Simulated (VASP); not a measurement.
**Si2W: single point with PBEsol**

The system is Si2W.

```
Si W
1.0
    -1.59177    1.59177    3.88951
     1.59177   -1.59177    3.88951
     1.59177    1.59177   -3.88951
Si W
2 1
Direct
  0.33427 0.33427 0.00000
  0.66573 0.66573 0.00000
  0.00000 0.00000 0.00000
```

```json
{"Program": "VASP 6.6.1", "Task": "single point", "Functional": "PBEsol", "Potentials or basis": "VASP PAW PBE potentials, release 64 (Si, W_sv)", "Cutoff": "520 eV", "k mesh": "18 × 18 × 18", "Occupations": "gaussian, width 0.1 eV", "Spin": "no spin polarisation", "Dipole correction": "no", "Further INCAR settings": "ALGO = Normal; EDIFF = 1e-06; NBANDS = 18"}
```

```
Pressure               : 4.3 GPa
Largest force          : 0.007 eV/Å
Band gap on the k mesh : zero (bands 11 and 12 overlap by 1.35 eV)
```

Forces in eV/Å, atoms in the order of the input:
```
Si   0.000  0.000 -0.007
Si   0.000  0.000  0.007
W    0.000  0.000  0.000
```

Stress tensor (GPa, compression positive):
```
4.37 0.00 0.00
0.00 4.37 0.00
0.00 0.00 4.28
```

Levels at points of the mesh, in eV from the Fermi level:
```tsv
k point	band 7	band 8	band 9	band 10	band 11	band 12	band 13	band 14	band 15	band 16
(0.00, 0.00, 0.00)	-3.73	-3.48	-2.91	-2.91	0.65	2.80	2.93	3.20	3.20	4.74
(0.50, 0.00, 0.00)	-5.87	-4.93	-2.88	-2.85	-0.47	2.81	2.85	4.00	4.61	5.16
(0.50, 0.50, 0.00)	-6.13	-5.47	-5.13	-3.38	-1.74	2.88	3.09	3.25	3.95	4.33
(0.50, 0.50, 0.50)	-4.02	-2.68	-0.82	-0.82	-0.52	-0.52	0.84	4.57	5.19	6.11
```

It took 2.8 min on 1 thread of Intel(R) Xeon(R) 6975P-C (Granite Rapids), with other jobs on the host, peak memory 0.45 GiB.

Caveat: the cell stands under pressure; the PAW data sets were made with another functional, which shifts forces and pressure a little; spin-orbit coupling is left out, which moves the levels of the heavy elements.
